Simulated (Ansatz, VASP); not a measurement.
## BeZnF4 in VASP and in Ansatz

```
Be Zn F
1.0
     0.00000    3.60059    3.60059
     3.60059    0.00000    3.60059
     3.60059    3.60059    0.00000
Be Zn F
1 1 4
Direct
  0.25000 0.25000 0.25000
  0.50000 0.50000 0.50000
  0.36472 0.90585 0.36472
  0.36472 0.36472 0.36472
  0.90585 0.36472 0.36472
  0.36472 0.36472 0.90585
```

Alike in both runs: task single point; functional PBE; k mesh 4 × 4 × 4; occupations gaussian, width 0.1 eV; no spin polarisation.

|  | VASP | Ansatz |
| --- | --- | --- |
| version | VASP 6.6.1 | Ansatz 0.2.0 |
| potentials or method | VASP PAW PBE potentials, release 64 (Be, Zn, F), cutoff 520 eV | scalar-relativistic, plane waves, PAW |
| valence electrons in the cell | 42 | 42 |

VASP gave:

| Property | Result |
| --- | --- |
| gap on the k mesh at the Fermi level (eV) | 5.43 |
| least direct gap on the mesh (eV) | 5.43 |
| rms of the force components (eV/Å) | 1.183 |

Q: What did Ansatz give for the same quantities?

A: gap on the k mesh at the Fermi level (eV): 5.50; least direct gap on the mesh (eV): 5.50; rms of the force components (eV/Å): 1.078.

Atom by atom the forces differ by 0.105 eV/Å (rms over components).
